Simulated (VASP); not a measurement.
V3Os:

```
V Os
1.0
     4.22230    0.00000    0.00000
     2.11115    3.65662    0.00000
     2.11115    1.21887    3.44749
V Os
3 1
Direct
  0.25000 0.25000 0.25000
  0.75000 0.75000 0.75000
  0.50000 0.50000 0.50000
  0.00000 0.00000 0.00000
```

Base run:

```yaml
Program: VASP 6.6.1
Functional: LDA
Potentials_or_basis: VASP PAW LDA potentials, release 64 (V_sv, Os)
Cutoff: 520 eV
k_mesh: 7 × 7 × 7
Occupations: fermi-dirac, width 0.1 eV
Spin: collinear spin, ferromagnetic start
Starting_moments: "[0.6, 0.6, 1.02, 0.15] μB"
Fixed_moment: 2.7 μB
```

Its results: pressure -6.1 GPa; site moments V +0.58, +0.97 (each value once); Os +0.20 μB.

Question: The run is repeated on the same cell with these changes: fixed moment from 2.7 μB to 3.6 μB; moments at the start from [0.6, 0.6, 1.02, 0.15] to [0.87, 0.87, 1.28, 0.19]. What comes out?

Answer: Pressure -2.9 GPa; site moments V +0.83, +1.22 (each value once); Os +0.24 μB.

Caveats: the total moment is fixed, so each spin has its own Fermi level; the cell stands under tension (at least some runs).
